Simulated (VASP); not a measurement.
Here is a VASP 6.6.1 calculation.

File INCAR:

```
PREC = Accurate
ENCUT = 520
EDIFF = 1E-6
ISMEAR = 0
SIGMA = 0.1
LREAL = False
LASPH = True
NELM = 100
ALGO = Fast
ISIF = 2
LWAVE = False
LCHARG = True
GGA = PS
LELF = True
LVHAR = True
NBANDS = 14
```

Contents of KPOINTS:

```
regular mesh
0
Gamma
  14 14 10
```

The input POSCAR:

```
TiAl
1.0
    2.7946360195      0.0000000000      0.0000000000
    0.0000000000      2.7946360195      0.0000000000
    0.0000000000      0.0000000000      4.0411369872
Ti Al
1 1
Direct
    0.5000000000      0.5000000000      0.5000000000
    0.0000000000      0.0000000000      0.0000000000
```

Potentials or basis: VASP PAW PBE potentials, release 64 (Ti_sv, Al).

Launch:

```sh
$ cat potpaw_PBE.64/Ti_sv/POTCAR potpaw_PBE.64/Al/POTCAR > POTCAR
$ mpirun -np 1 vasp_std > vasp.out
```

Q: What does it give for the pressure?

A: 0.0 GPa.

Caveat: the PAW data sets were made with another functional, which shifts forces and pressure a little.
